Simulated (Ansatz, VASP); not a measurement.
## Two plane-wave programs on Si2W

INCAR

```
SYSTEM = Si2W
  PREC = Accurate
  ENCUT = 520
  EDIFF = 1E-6
  ISMEAR = -1
  SIGMA = 0.05
  LREAL = .FALSE.
  LASPH = .TRUE.
  NELM = 100
  ALGO = Normal
  ISIF = 2
  LWAVE = .FALSE.
  LCHARG = .FALSE.
  NBANDS = 18
```

Contents of KPOINTS:

```
regular mesh
0
G
  12 12 12
  0 0 0
```

Contents of POSCAR:

```
Si2W
1.0
   -1.6280458460      1.6280458460      3.9664684080
    1.6280458460     -1.6280458460      3.9664684080
    1.6280458460      1.6280458460     -3.9664684080
W Si
1 2
Direct
    0.0000000000      0.0000000000      0.0000000000
    0.6653000000      0.6653000000      0.0000000000
    0.3347000000      0.3347000000      0.0000000000
```

The input input.yaml:

```yaml
crystal:
  lattice:
    - [-1.628045846, 1.628045846, 3.966468408]
    - [1.628045846, -1.628045846, 3.966468408]
    - [1.628045846, 1.628045846, -3.966468408]
  atoms:
    - { symbol: W, position: [0.0, 0.0, 0.0] }
    - { symbol: Si, position: [0.6653, 0.6653, 0.0] }
    - { symbol: Si, position: [0.3347, 0.3347, 0.0] }
hamiltonian:
  xc: lda
  pseudopotentials: { kind: paw }
kpoints:
  mp_grid: { grid: [12, 12, 12] }
scf:
  occupations: { method: fermi_dirac, width: 0.05 }
output:
  forces: true
  stress: true
  eigenvalues: true
  write_density: true
  write_potential: true
  elf: true
  volumetric_format: npy
```

Alike in both runs: task single point; functional LDA; k mesh 12 × 12 × 12; occupations fermi-dirac, width 0.05 eV; no spin polarisation.

```csv
,VASP,Ansatz
version,VASP 6.6.1,Ansatz 0.2.0
potentials or method,"VASP PAW LDA potentials, release 64 (W_sv, Si)",Ansatz PAW
plane-wave cutoff (eV),520,420
valence electrons in the cell,22,22
```

Ansatz gave:

* gap on the k mesh at the Fermi level (eV): none
* pressure (GPa): -13.5
* traceless stress, the component that is largest in VASP (GPa): -0.72
* rms of the force components (eV/Å): 0.070

Estimate VASP's values.

gap on the k mesh at the Fermi level (eV): none; pressure (GPa): -12.9; traceless stress, the component that is largest in VASP (GPa): -0.69; rms of the force components (eV/Å): 0.065.

LDA's correlation is that of Perdew and Zunger in VASP and of Perdew and Wang (1992) in Ansatz. Atom by atom the forces differ by 0.005 eV/Å (rms over components). A gap of «none» marks a metal or a gap that the smearing closes.

Spin-orbit coupling is off throughout.
